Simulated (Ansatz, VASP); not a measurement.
## SiC: VASP beside Ansatz

```
Si C
1.0
     0.00000    2.01387    2.01387
     2.01387    0.00000    2.01387
     2.01387    2.01387    0.00000
Si C
1 1
Direct
  0.00000 0.00000 0.00000
  0.50000 0.50000 0.50000
```

Alike in both runs: task single point; functional HSE06; k mesh 6 × 6 × 6; occupations fermi-dirac, width 0.02 eV; no spin polarisation.

```csv
,VASP,Ansatz
version,VASP 6.6.1,Ansatz 0.2.0
potentials or method,"VASP PAW PBE potentials, release 64 (Si, C)","plane waves, PAW"
plane-wave cutoff (eV),520,420
valence electrons in the cell,8,8
```

```csv
,VASP,Ansatz,Ansatz less VASP
pressure (GPa),-3.2,-3.0,+0.21
```

The functional is the same, so the differences come from potentials, cutoffs and numerics. Ansatz's warnings: filled band counts differ across k points, stress exchange threshold loose, stress scf threshold loose.

The k mesh is coarse, so the values compare programs but aren't converged.
